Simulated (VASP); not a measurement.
# Bi (Im-3m) in VASP: further runs

Bi is run at these levels: BHLYP; tasks: single point.

Program: VASP 6.6.1. These are calculated values, not measurements. Logs are shortened: lines on timing, memory, paths and dates and some standing lists are left out, and cuts for length are marked.

**1. The cell of the first run**

The structure is cubic, space group Im-3m (No. 229). Conventional cell: a = 3.882 Å, b = 3.882 Å, c = 3.882 Å, α = 90.00°, β = 90.00°, γ = 90.00°. Within 4.4 Å of Bi (site symmetry m-3m) lie 14 Bi at 3.36 to 3.88 Å.

**2. Single point, BHLYP**

Contents of POSCAR:

```
Bi
1.0
   -1.9409818243      1.9409818243      1.9409818243
    1.9409818243     -1.9409818243      1.9409818243
    1.9409818243      1.9409818243     -1.9409818243
Bi
1
Direct
    0.0000000000      0.0000000000      0.0000000000
```

Contents of INCAR.step1:

```
SYSTEM = Bi
ALGO = Normal
EDIFF = 1E-5
ENCUT = 520
GGA = PE
ISIF = 2
ISMEAR = -1
LASPH = .TRUE.
LREAL = .FALSE.
LWAVE = .TRUE.
NBANDS = 14
NELM = 80
PREC = Accurate
SIGMA = 0.05
```

Contents of INCAR.step2:

```
SYSTEM = Bi
AEXX = 0.5
AGGAC = 1.0
AGGAX = 0.5
ALDAC = 0.0
ALDAX = 0.5
ALGO = Normal
EDIFF = 1E-6
ENCUT = 520
GGA = B5
ISIF = 2
ISMEAR = -1
ISTART = 1
LASPH = .TRUE.
LCHARG = .TRUE.
LELF = .TRUE.
LHFCALC = .TRUE.
LREAL = .FALSE.
LVHAR = .TRUE.
LWAVE = .FALSE.
NBANDS = 14
NELM = 80
PREC = Accurate
PRECFOCK = Normal
SIGMA = 0.05
```

Contents of KPOINTS:

```
k-points
0
G
  5 5 5
  0 0 0
```

Potentials or basis: VASP PAW PBE potentials, release 64 (Bi_d).

Launch:

```console
cat potpaw_PBE.64/Bi_d/POTCAR > POTCAR
cp INCAR.step1 INCAR
mpirun -np 1 vasp_std > vasp.out
cp INCAR.step2 INCAR
mpirun -np 1 vasp_std > vasp.out
```

OUTCAR:

```text
SYSTEM = Bi
   AEXX = 0.5
   EDIFF = 1E-6
   ENCUT = 520
   GGA = B5
   ISIF = 2
   ISMEAR = -1
   ISTART = 1
   LASPH = .TRUE.
   LHFCALC = .TRUE.
   LREAL = .FALSE.
   NELM = 80
   PREC = Accurate
   PRECFOCK = Normal

 ion  position               nearest neighbor table
   1  0.000  0.000  0.000-

  LATTYP: Found a body centered cubic cell.
 ALAT       =     3.8819636486

  Lattice vectors:

 A1 = (  -1.9409818243,   1.9409818243,   1.9409818243)
 A2 = (   1.9409818243,  -1.9409818243,   1.9409818243)
 A3 = (   1.9409818243,   1.9409818243,  -1.9409818243)

Analysis of symmetry for initial positions (statically):
=====================================================================
 Subroutine PRICEL returns:
 Original cell was already a primitive cell.

 Routine SETGRP: Setting up the symmetry group for a
 body centered cubic supercell.

 Subroutine GETGRP returns: Found 48 space group operations
 (whereof 48 operations were pure point group operations)
 out of a pool of 48 trial point group operations.

The static configuration has the point symmetry O_h .

Analysis of symmetry for dynamics (positions and initial velocities):
=====================================================================
 Subroutine PRICEL returns:
 Original cell was already a primitive cell.

 Routine SETGRP: Setting up the symmetry group for a
 body centered cubic supercell.

 Subroutine GETGRP returns: Found 48 space group operations
 (whereof 48 operations were pure point group operations)
 out of a pool of 48 trial point group operations.

The dynamic configuration has the point symmetry O_h .

 Subroutine INISYM returns: Found 48 space group operations
 (whereof 48 operations are pure point group operations),
 and found     1 'primitive' translations

----------------------------------------------------------------------------------------

                                     Primitive cell

  volume of cell :      29.2499

  direct lattice vectors                    reciprocal lattice vectors
    -1.940981824  1.940981824  1.940981824     0.000000000  0.257601588  0.257601588
     1.940981824 -1.940981824  1.940981824     0.257601588  0.000000000  0.257601588
     1.940981824  1.940981824 -1.940981824     0.257601588  0.257601588  0.000000000

  length of vectors
     3.361879136  3.361879136  3.361879136     0.364303659  0.364303659  0.364303659

  position of ions in fractional coordinates (direct lattice)
[... 78 lines left out ...]
   EFERMI_NEDOS =   21; number of points for ismear=-14 and -15
   IALGO  =     38    algorithm
   IMIX   =      1    mixing-type and parameters
     AMIX     =   0.40;   BMIX     =  1.00
     AMIX_MAG =   1.60;   BMIX_MAG =  1.00
  volume/ion in A,a.u.               =      29.25       197.39
  Fermi-wavevector in a.u.,A,eV,Ry     =   1.310380  2.476258 23.362491  1.717095
  Thomas-Fermi vector in A             =   2.440914
   LORBIT       =      0    0 simple, 1 ext, 2 COOP (PROOUT), +10 PAW based schemes
   GGA     = B5    functional components
   LHFCALC =     T    Hartree Fock is set to
   PRECFOCK=normal    Normal, Fast or Accurate (Low or Medium for compatibility)
   ENCUT4O =  -1.0   cutoff for four orbital integrals eV
   NKREDX  =     1    reduce k-point grid by
   NKREDY  =     1    reduce k-point grid by
   NKREDZ  =     1    reduce k-point grid by
   AEXX    =    0.5000 exact exchange contribution
   HFSCREEN=    0.0000 screening length (either q_TF or 0.3 A-1)
   HFSCREENC=   0.0000 screening length for correlation (either q_TF or 0.3 A-1)
   ENCUTFOCK=  -1.0 apply spherical cutoff to Coloumb kernel
   IVDW    =     0    specifies the selected vdW correction
   LEPSILON=     F    determine dielectric tensor
   LRPA    =     F    only Hartree local field effects (RPA)
 non-spin polarized calculation
  energy-cutoff  :      520.00
  volume of cell :       29.25
 maximum number of plane-waves:       802
 NGX is ok and might be reduce to    28
  NGX = 20; NGY = 20; NGZ = 20

 number of electron      15.0000006 magnetization

 Free energy of the ion-electron system (eV)
  ---------------------------------------------------
  ext. energy  EPLUGINS =         0.00000000
  ---------------------------------------------------
  free energy    TOTEN  =        -5.26327131 eV

  energy without entropy =       -5.25685577  energy(sigma->0) =       -5.26006354

 E-fermi :   8.7773     XC(G=0):  -5.5026

 val. band max:        8.6697395298   @ k =  -0.4000   0.4000   0.2000
 cond. band min:      10.1075124433   @ k =   0.2000   0.2000   0.0000
 fundamental gap:      1.4377729135
 Fermi energy:         8.7773276400

 k-point     1 :       0.0000    0.0000    0.0000
  band No.  band energies     occupation
      1     -19.1845      2.00000
      2     -19.1845      2.00000
      3     -19.1845      2.00000
      4     -18.9940      2.00000
      5     -18.9940      2.00000
      6      -8.7988      2.00000
      7      16.6276      0.00000
      8      16.6276      0.00000
      9      16.6276      0.00000
     10      21.7923      0.00000
     11      22.1978      0.00000
     12      22.1978      0.00000
     13      22.1978      0.00000
     14      23.5048      0.00000
[... 139 lines left out ...]
      1     -19.1804      2.00000
      2     -19.1630      2.00000
      3     -18.9538      2.00000
      4     -18.9538      2.00000
      5     -18.9467      2.00000
      6      -2.3036      2.00000
      7       5.6022      2.00000
      8       6.2340      2.00000
      9       6.2340      2.00000
     10      14.5311      0.00000
     11      16.5826      0.00000
     12      26.8260      0.00000
     13      28.2603      0.00000
     14      28.2603      0.00000

------------------------ aborting loop because EDIFF is reached ----------------------------------------

  FORCE on cell =-STRESS in cart. coord.  units (eV):
  Direction    XX          YY          ZZ          XY          YZ          ZX
  --------------------------------------------------------------------------------------
  -------------------------------------------------------------------------------------
  Total        0.6891813      0.6891813      0.6891813      0.0000000      0.0000000      0.0000000
  in kB       37.7502355     37.7502355     37.7502355      0.0000000      0.0000000      0.0000000
  external PRESSURE =      37.7502355 kB  Pullay stress =       0.0000000 kB

 VOLUME and BASIS-vectors are now :
 -----------------------------------------------------------------------------
  energy-cutoff  :      520.00
  volume of cell :       29.25
      direct lattice vectors                 reciprocal lattice vectors
    -1.940981824  1.940981824  1.940981824     0.000000000  0.257601588  0.257601588
     1.940981824 -1.940981824  1.940981824     0.257601588  0.000000000  0.257601588
     1.940981824  1.940981824 -1.940981824     0.257601588  0.257601588  0.000000000

 POSITION                                       TOTAL-FORCE (eV/Angst)
 -----------------------------------------------------------------------------------
      0.00000      0.00000      0.00000        -0.000000     -0.000000      0.000000
 -----------------------------------------------------------------------------------
    total drift:                                0.000000     -0.000000     -0.000000

  FREE ENERGIE OF THE ION-ELECTRON SYSTEM (eV)
  ---------------------------------------------------
  free  energy   TOTEN  =        -5.2632713131 eV

  energy  without entropy=       -5.2568557715  energy(sigma->0) =       -5.26006354
```

OUTCAR.step1:

```text
SYSTEM = Bi
   EDIFF = 1E-5
   ENCUT = 520
   GGA = PE
   ISIF = 2
   ISMEAR = -1
   LASPH = .TRUE.
[... 370 lines left out ...]
 -----------------------------------------------------------------------------------
      0.00000      0.00000      0.00000         0.000000     -0.000000      0.000000
 -----------------------------------------------------------------------------------
    total drift:                               -0.000000     -0.000000     -0.000000

  FREE ENERGIE OF THE ION-ELECTRON SYSTEM (eV)
  ---------------------------------------------------
  free  energy   TOTEN  =        -3.6257887561 eV

  energy  without entropy=       -3.5998764097  energy(sigma->0) =       -3.61283258
```

OSZICAR.step1:

```text
N       E                     dE             d eps       ncg     rms          rms(c)
DAV:   1     0.111581169939E+03    0.11158E+03   -0.76888E+03   286   0.126E+03
DAV:   2     0.309219969894E+01   -0.10849E+03   -0.10529E+03   310   0.333E+02
DAV:   3    -0.347392294263E+01   -0.65661E+01   -0.65301E+01   378   0.793E+01
DAV:   4    -0.362534844715E+01   -0.15143E+00   -0.15135E+00   356   0.127E+01
DAV:   5    -0.363055096893E+01   -0.52025E-02   -0.52023E-02   410   0.207E+00    0.495E-01
DAV:   6    -0.362639769690E+01    0.41533E-02   -0.72531E-03   356   0.127E+00    0.290E-01
DAV:   7    -0.362572362489E+01    0.67407E-03   -0.44554E-03   358   0.967E-01    0.848E-02
DAV:   8    -0.362578876886E+01   -0.65144E-04   -0.44348E-04   366   0.288E-01    0.767E-03
DAV:   9    -0.362578875614E+01    0.12723E-07   -0.60927E-06   278   0.304E-02
   1 F= -.36257888E+01 E0= -.36128326E+01  d E =-.259123E-01
```

Wall time 5.9 min (1 thread of Intel Xeon Platinum 8488C (Sapphire Rapids), shared host); peak memory 0.16 GiB.

Results:

```yaml
Free_energy: -5.2633 eV
Pressure: 3.8 GPa
```

Levels at points of the mesh, in eV from the Fermi level:
| k point | band 5 | band 6 | band 7 | band 8 | band 9 | band 10 |
| --- | --- | --- | --- | --- | --- | --- |
| (0.00, 0.00, 0.00) | -27.77 | -17.58 | 7.85 | 7.85 | 7.85 | 13.01 |

Caveat: the k points lie up to 0.46 Å⁻¹ apart; the PAW data sets were made with another functional, which shifts forces and pressure a little; spin-orbit coupling is left out, which moves the levels of the heavy elements.

**3. Single point, BHLYP**

This run uses another cell than the first one, of 29.87 Å³/atom, 1.021 times its volume.

Contents of POSCAR:

```
Bi
1.0
   -1.9546511608      1.9546511608      1.9546511608
    1.9546511608     -1.9546511608      1.9546511608
    1.9546511608      1.9546511608     -1.9546511608
Bi
1
Direct
    0.0000000000      0.0000000000      0.0000000000
```

Contents of INCAR.step1:

```
SYSTEM = Bi
PREC = Accurate
ENCUT = 520
EDIFF = 1E-5
ISMEAR = -1
SIGMA = 0.05
LREAL = .False.
LASPH = .True.
NELM = 100
ALGO = Normal
ISIF = 2
LWAVE = .True.
GGA = PE
NBANDS = 14
```

Contents of INCAR.step2:

```
SYSTEM = Bi
PREC = Accurate
ENCUT = 520
EDIFF = 1E-7
ISMEAR = -1
SIGMA = 0.05
LREAL = .False.
LASPH = .True.
NELM = 100
ALGO = Normal
ISIF = 2
LWAVE = .False.
LCHARG = .True.
GGA = B5
LHFCALC = .True.
AEXX = 0.5
ALDAX = 0.5
AGGAX = 0.5
AGGAC = 1.0
ALDAC = 0.0
PRECFOCK = Normal
LELF = .True.
LVHAR = .True.
ISTART = 1
NBANDS = 14
```

Contents of KPOINTS:

```
regular mesh
0
Gamma
  5 5 5
  0 0 0
```

Potentials or basis: VASP PAW PBE potentials, release 64 (Bi_d).

Launch:

```console
cat potpaw_PBE.64/Bi_d/POTCAR > POTCAR
cp INCAR.step1 INCAR
mpirun -np 1 vasp_std > vasp.out
cp INCAR.step2 INCAR
mpirun -np 1 vasp_std > vasp.out
```

Wall time 8 min (1 thread of Intel Xeon Platinum 8488C (Sapphire Rapids), shared host); peak memory 0.16 GiB.

Results (log left out):

- Free energy: -5.2756 eV
- Pressure: 2.3 GPa

Levels at points of the mesh, in eV from the Fermi level:
```
           k point  band 3  band 4  band 5  band 6  band 7  band 8  band 9  band 10  band 11  band 12
(0.00, 0.00, 0.00)  -27.94  -27.77  -27.77  -17.39    7.67    7.67    7.67    12.69    13.40    13.40
```

Caveat: the k points lie up to 0.45 Å⁻¹ apart; the PAW data sets were made with another functional, which shifts forces and pressure a little; spin-orbit coupling is left out, which moves the levels of the heavy elements.

[end of part 1 of 3]
